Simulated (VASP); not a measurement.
The system is CsBr.

```
Cs Br
1.0
     4.31960    0.00000    0.00000
     0.00000    4.31960    0.00000
     0.00000    0.00000    4.31960
Cs Br
1 1
Direct
  0.00000 0.00000 0.00000
  0.50000 0.50000 0.50000
```

Program: VASP 6.6.1. Alike in all runs: task single point; potentials or basis VASP PAW PBE potentials, release 64 (Cs_sv, Br); no spin polarisation; cell as given; k mesh 4 × 4 × 4; cutoff (eV) 400; smearing gaussian 0.01 eV.

Problem. Order these runs on this cell by their band gap on the k mesh, lowest first.
A. level PBE-based screened hybrid with 10 % exact exchange; share of exact exchange 0.1; screening parameter 0.1 1/Å
B. level HSE06; share of exact exchange 0.25; screening parameter 0.2079 1/Å
C. level PBE-based screened hybrid with 50 % exact exchange; share of exact exchange 0.5; screening parameter 0.2078 1/Å
D. level PBE-based screened hybrid with 15 % exact exchange; share of exact exchange 0.15; screening parameter 0.1 1/Å

Solution. A (5.02 eV), D (5.33 eV), B (5.60 eV), C (6.81 eV).

Caveats: spin-orbit coupling is left out, which moves the levels of the heavy elements.
